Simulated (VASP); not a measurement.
# GaN (GaN (P6_3mc)) (P6_3mc) in VASP: single point with r2SCAN

Aim: the single point of GaN (GaN (P6_3mc)) with r2SCAN.

Everything below comes from runs of VASP 6.6.1. Logs are shortened: lines on timing, memory, paths and dates and some standing lists are left out, and cuts for length are marked.

## Step 1: The cell of the first run

It takes space group P6_3mc (No. 186, hexagonal). Conventional cell: a = 3.219 Å, b = 3.219 Å, c = 5.244 Å, α = 90.00°, β = 90.00°, γ = 120.00°. Within 2.6 Å of Ga (site symmetry 3m) lie 4 N at 1.97 to 1.98 Å. N (site symmetry 3m) has 4 Ga at 1.97 to 1.98 Å within 2.6 Å.

## Step 2: Single point, r2SCAN

Contents of POSCAR:

```
GaN
1.0
    3.2186213459      0.0000000000      0.0000000000
   -1.6093106730      2.7874078507      0.0000000000
    0.0000000000      0.0000000000      5.2435339944
Ga N
2 2
Direct
    0.6666666667      0.3333333333      0.4991368701
    0.3333333333      0.6666666667      0.9991368701
    0.6666666667      0.3333333333      0.8758631301
    0.3333333333      0.6666666667      0.3758631300
```

Contents of INCAR.step1:

```
SYSTEM = GaN
PREC = Accurate
ENCUT = 520
ISMEAR = -1
SIGMA = 0.01
LREAL = .FALSE.
LASPH = .TRUE.
NELM = 100
NBANDS = 26
GGA = PE
ALGO = Normal
EDIFF = 1E-4
LWAVE = .TRUE.
LCHARG = .FALSE.
```

Contents of INCAR.step2:

```
SYSTEM = GaN
PREC = Accurate
ENCUT = 520
EDIFF = 1E-7
ISMEAR = -1
SIGMA = 0.01
LREAL = .FALSE.
LASPH = .TRUE.
NELM = 100
ALGO = Normal
ISIF = 2
LWAVE = .FALSE.
LCHARG = .FALSE.
METAGGA = R2SCAN
LMIXTAU = .TRUE.
NBANDS = 26
ISTART = 1
```

Contents of KPOINTS:

```
Automatic mesh
0
G
  10 10 5
  0 0 0
```

Potentials or basis: VASP PAW PBE potentials, release 64 (Ga_d, N).

Run with:

```
cat potpaw_PBE.64/Ga_d/POTCAR potpaw_PBE.64/N/POTCAR > POTCAR
cp INCAR.step1 INCAR
mpirun -np 1 vasp_std > vasp.out
cp INCAR.step2 INCAR
mpirun -np 1 vasp_std > vasp.out
```

OUTCAR:

```text
SYSTEM = GaN
   PREC = Accurate
   ENCUT = 520
   EDIFF = 1E-7
   ISMEAR = -1
   LREAL = .FALSE.
   LASPH = .TRUE.
   NELM = 100
   ISIF = 2
   METAGGA = R2SCAN
   ISTART = 1

 ion  position               nearest neighbor table
   1  0.667  0.333  0.499-   4 1.97   4 1.97   4 1.97   3 1.98
   2  0.333  0.667  0.999-   3 1.97   3 1.97   3 1.97   4 1.98
   3  0.667  0.333  0.876-   2 1.97   2 1.97   2 1.97   1 1.98
   4  0.333  0.667  0.376-   1 1.97   1 1.97   1 1.97   2 1.98

  LATTYP: Found a hexagonal cell.
 ALAT       =     3.2186213459
 C/A-ratio  =     1.6291242215

  Lattice vectors:

 A1 = (   3.2186213459,   0.0000000000,   0.0000000000)
 A2 = (  -1.6093106730,   2.7874078507,   0.0000000000)
 A3 = (   0.0000000000,   0.0000000000,   5.2435339944)

Analysis of symmetry for initial positions (statically):
=====================================================================
 Subroutine PRICEL returns:
 Original cell was already a primitive cell.

 Routine SETGRP: Setting up the symmetry group for a
 hexagonal supercell.

 Subroutine GETGRP returns: Found 12 space group operations
 (whereof  6 operations were pure point group operations)
 out of a pool of 24 trial point group operations.

The static configuration has the point symmetry C_3v.
 The point group associated with its full space group is C_6v.

Analysis of symmetry for dynamics (positions and initial velocities):
=====================================================================
 Subroutine PRICEL returns:
 Original cell was already a primitive cell.

 Routine SETGRP: Setting up the symmetry group for a
 hexagonal supercell.

 Subroutine GETGRP returns: Found 12 space group operations
 (whereof  6 operations were pure point group operations)
 out of a pool of 24 trial point group operations.

The dynamic configuration has the point symmetry C_3v.
 The point group associated with its full space group is C_6v.

 Subroutine INISYM returns: Found 12 space group operations
 (whereof  6 operations are pure point group operations),
 and found     1 'primitive' translations

----------------------------------------------------------------------------------------

                                     Primitive cell

  volume of cell :      47.0429

  direct lattice vectors                    reciprocal lattice vectors
     3.218621346  0.000000000  0.000000000     0.310692030  0.179378127  0.000000000
    -1.609310673  2.787407851  0.000000000     0.000000000  0.358756254  0.000000000
     0.000000000  0.000000000  5.243533994     0.000000000  0.000000000  0.190711074

  length of vectors
     3.218621346  3.218621346  5.243533994     0.358756254  0.358756254  0.190711074

  position of ions in fractional coordinates (direct lattice)
     0.666666667  0.333333333  0.499136870
     0.333333333  0.666666667  0.999136870
     0.666666667  0.333333333  0.875863130
     0.333333333  0.666666667  0.375863130

  ion indices of the primitive-cell ions
   primitive index   ion index
                 1           1
                 2           2
                 3           3
                 4           4

----------------------------------------------------------------------------------------

 KPOINTS: Automatic mesh

Automatic generation of k-mesh.
 Grid dimensions read from file:
 generate k-points for:   10   10    5

 Generating k-lattice:

  Cartesian coordinates                     Fractional coordinates (reciprocal lattice)
     0.031069203  0.017937813  0.000000000     0.100000000  0.000000000  0.000000000
     0.000000000  0.035875625  0.000000000     0.000000000  0.100000000  0.000000000
     0.000000000  0.000000000  0.038142215     0.000000000  0.000000000  0.200000000

  Length of vectors
     0.035875625  0.035875625  0.038142215

  Shift w.r.t. Gamma in fractional coordinates (k-lattice)
     0.000000000  0.000000000  0.000000000

 Subroutine IBZKPT returns following result:
 ===========================================

 Found     42 irreducible k-points:

 Following reciprocal coordinates:
            Coordinates               Weight
  0.000000  0.000000  0.000000      1.000000
  0.100000 -0.000000  0.000000      6.000000
  0.200000 -0.000000  0.000000      6.000000
  0.300000  0.000000  0.000000      6.000000
  0.400000  0.000000  0.000000      6.000000
  0.500000  0.000000  0.000000      3.000000
[... 16 lines left out ...]
  0.300000  0.100000  0.200000     24.000000
  0.400000  0.100000  0.200000     24.000000
 [... further k-points ...]
   k-points           NKPTS =     42   k-points in BZ     NKDIM =     42   number of bands    NBANDS=     26
   number of dos      NEDOS =    301   number of ions     NIONS =      4
   total plane-waves  NPLWV =  23040
   dimension x,y,z NGX =    24 NGY =   24 NGZ =   40
   dimension x,y,z NGXF=    48 NGYF=   48 NGZF=   80
   ions per type =               2   2
   NGX,Y,Z   is equivalent  to a cutoff of  12.40, 12.40, 12.68 a.u.
   NGXF,Y,Z  is equivalent  to a cutoff of  24.79, 24.79, 25.36 a.u.
 SYSTEM =  GaN
   PREC   = accura    normal or accurate (medium, high low for compatibility)
   ISTART =      1    job   : 0-new  1-cont  2-samecut
   ICHARG =      0    charge: 1-file 2-atom 10-const
   ISPIN  =      1    spin polarized calculation?
   LNONCOLLINEAR =      F non collinear calculations
   LSORBIT =      F    spin-orbit coupling
   LASPH  =      T    aspherical Exc in radial PAW
   ENCUT  =  520.0 eV  38.22 Ry    6.18 a.u.   5.98  5.98  9.75*2*pi/ulx,y,z
   NELM   =    100;   NELMIN=  2; NELMDL=  0     # of ELM steps
   EDIFF  = 0.1E-06   stopping-criterion for ELM
   LREAL  =      F    real-space projection
   EDIFFG = 0.1E-05   stopping-criterion for IOM
   NSW    =      0    number of steps for IOM
   IBRION =     -1    ionic relax: 0-MD 1-quasi-New 2-CG
   NFREE  =      0    steps in history (QN), initial steepest desc. (CG)
   ISIF   =      2    stress and relaxation
   ISYM   =      2    0-nonsym 1-usesym 2-fastsym
   POTIM  = 0.5000    time-step for ionic-motion
   TEBEG  =    0.0;   TEEND  =   0.0 temperature during run
   PSTRESS=    0.0 pullay stress
   NELECT =      36.0000    total number of electrons
   NUPDOWN=      -1.0000    fix difference up-down
   EMIN   =  10.00;   EMAX   =-10.00  energy-range for DOS
   EFERMI =   0.00;   METHOD = LEGACY
   ISMEAR =    -1;   SIGMA  =   0.01  broadening in eV -4-tet -1-fermi 0-gaus
   EFERMI_NEDOS =   21; number of points for ismear=-14 and -15
   IALGO  =     38    algorithm
   IMIX   =      4    mixing-type and parameters
     AMIX     =   0.40;   BMIX     =  1.00
     AMIX_MAG =   1.60;   BMIX_MAG =  1.00
  volume/ion in A,a.u.               =      11.76        79.37
  Fermi-wavevector in a.u.,A,eV,Ry     =   1.497422  2.829717 30.507965  2.242272
  Thomas-Fermi vector in A             =   2.609312
   LORBIT       =      0    0 simple, 1 ext, 2 COOP (PROOUT), +10 PAW based schemes
   METAGGA = R2SCAN    functional components
   LHFCALC =     F    Hartree Fock is set to
   AEXX    =    0.0000 exact exchange contribution
   IVDW    =     0    specifies the selected vdW correction
   LEPSILON=     F    determine dielectric tensor
   LRPA    =     F    only Hartree local field effects (RPA)
 non-spin polarized calculation
  energy-cutoff  :      520.00
  volume of cell :       47.04
 maximum number of plane-waves:      1285
 NGX is ok and might be reduce to    24
   NGX = 11   NGY = 11   NGZ = 19

 number of electron      35.9999956 magnetization

 Free energy of the ion-electron system (eV)
  ---------------------------------------------------
  ext. energy  EPLUGINS =         0.00000000
  ---------------------------------------------------
  free energy    TOTEN  =       -43.80132780 eV

  energy without entropy =      -43.80132780  energy(sigma->0) =      -43.80132780

 E-fermi :   5.0146     XC(G=0): -12.4663

 val. band max:        4.7418094140   @ k =   0.0000   0.0000   0.0000
 cond. band min:       6.8503713983   @ k =   0.0000   0.0000   0.0000
 fundamental gap:      2.1085619844
 Fermi energy:         5.0145644672

 k-point     1 :       0.0000    0.0000    0.0000
  band No.  band energies     occupation
      1     -11.7849      2.00000
      2     -10.8823      2.00000
      3      -9.0693      2.00000
      4      -9.0544      2.00000
      5      -9.0544      2.00000
      6      -8.9927      2.00000
[... 18 lines left out ...]
     25      16.9693      0.00000
     26      16.9694      0.00000

 k-point     2 :       0.1000   -0.0000    0.0000
  band No.  band energies     occupation
      1     -11.6925      2.00000
      2     -10.8569      2.00000
      3      -9.0596      2.00000
      4      -9.0408      2.00000
      5      -9.0200      2.00000
      6      -8.9808      2.00000
[... 18 lines left out ...]
     25      16.5362      0.00000
     26      17.1925      0.00000

 k-point     3 :       0.2000   -0.0000    0.0000
  band No.  band energies     occupation
      1     -11.4518      2.00000
      2     -10.7986      2.00000
      3      -9.0292      2.00000
      4      -9.0105      2.00000
      5      -8.9529      2.00000
      6      -8.9260      2.00000
[... 18 lines left out ...]
     25      16.7198      0.00000
     26      17.6864      0.00000

 k-point     4 :       0.3000    0.0000    0.0000
  band No.  band energies     occupation
      1     -11.1685      2.00000
      2     -10.7433      2.00000
      3      -9.0038      2.00000
      4      -8.9863      2.00000
      5      -8.9051      2.00000
      6      -8.8677      2.00000
[... 18 lines left out ...]
     25      16.7697      0.00000
     26      18.3247      0.00000
[... 496 lines left out ...]
      1     -11.1911      2.00000
      2     -10.7821      2.00000
      3      -9.0018      2.00000
      4      -8.9905      2.00000
      5      -8.9355      2.00000
      6      -8.9114      2.00000
[... 18 lines left out ...]
     25      16.4119      0.00000
     26      17.8524      0.00000

 k-point    23 :       0.3000    0.1000    0.2000
  band No.  band energies     occupation
      1     -10.9745      2.00000
      2     -10.7308      2.00000
      3      -8.9897      2.00000
      4      -8.9761      2.00000
      5      -8.9055      2.00000
      6      -8.8597      2.00000
[... 18 lines left out ...]
     25      16.6888      0.00000
     26      18.2832      0.00000

 k-point    24 :       0.4000    0.1000    0.2000
  band No.  band energies     occupation
      1     -10.8569      2.00000
      2     -10.7100      2.00000
      3      -8.9933      2.00000
      4      -8.9683      2.00000
      5      -8.8924      2.00000
      6      -8.8398      2.00000
[... 18 lines left out ...]
     25      17.2137      0.00000
     26      18.6563      0.00000

 [... further k-points ...]
[... 5 lines left out ...]
  --------------------------------------------------------------------------------------
  -------------------------------------------------------------------------------------
  Total       -1.5021674     -1.5021674     -1.5262188      0.0000000      0.0000000      0.0000000
  in kB      -51.1604564    -51.1604564    -51.9795932      0.0000000      0.0000000      0.0000000
  external PRESSURE =     -51.4335020 kB  Pullay stress =       0.0000000 kB

 VOLUME and BASIS-vectors are now :
 -----------------------------------------------------------------------------
  energy-cutoff  :      520.00
  volume of cell :       47.04
      direct lattice vectors                 reciprocal lattice vectors
     3.218621346  0.000000000  0.000000000     0.310692030  0.179378127  0.000000000
    -1.609310673  2.787407851  0.000000000     0.000000000  0.358756254  0.000000000
     0.000000000  0.000000000  5.243533994     0.000000000  0.000000000  0.190711074

 POSITION                                       TOTAL-FORCE (eV/Angst)
 -----------------------------------------------------------------------------------
      1.60931      0.92914      2.61724         0.000000     -0.000000      0.000282
     -0.00000      1.85827      5.23901        -0.000000      0.000000      0.000282
      1.60931      0.92914      4.59262         0.000000      0.000000     -0.000282
     -0.00000      1.85827      1.97085         0.000000      0.000000     -0.000282
 -----------------------------------------------------------------------------------
    total drift:                                0.000002      0.000003      0.025014

  FREE ENERGIE OF THE ION-ELECTRON SYSTEM (eV)
  ---------------------------------------------------
  free  energy   TOTEN  =       -43.8013277968 eV

  energy  without entropy=      -43.8013277968  energy(sigma->0) =      -43.80132780
```

It took 99 s on 1 thread of Intel Xeon Platinum 8488C (Sapphire Rapids), shared host; peak memory 0.19 GiB.

What came out:

* Free energy: -43.8013 eV
* Pressure: -5.1 GPa
* Band gap on the k mesh: 2.11 eV, direct

Stress tensor (GPa, compression positive):
```
-5.12  0.00  0.00
 0.00 -5.12  0.00
 0.00  0.00 -5.20
```

Levels at points of the mesh, in eV from the valence-band top:
```csv
k point,band 14,band 15,band 16,band 17,band 18,band 19,band 20,band 21,band 22,band 23
"(0.00, 0.00, 0.00)",-1.02,-1.02,-0.03,0.00,0.00,2.11,4.59,9.75,10.39,10.39
"(0.50, 0.00, 0.00)",-5.27,-4.15,-2.72,-2.14,-0.99,5.48,5.91,6.45,9.06,10.88
```

Caveat: the PAW data sets were made with another functional, which shifts forces and pressure a little.
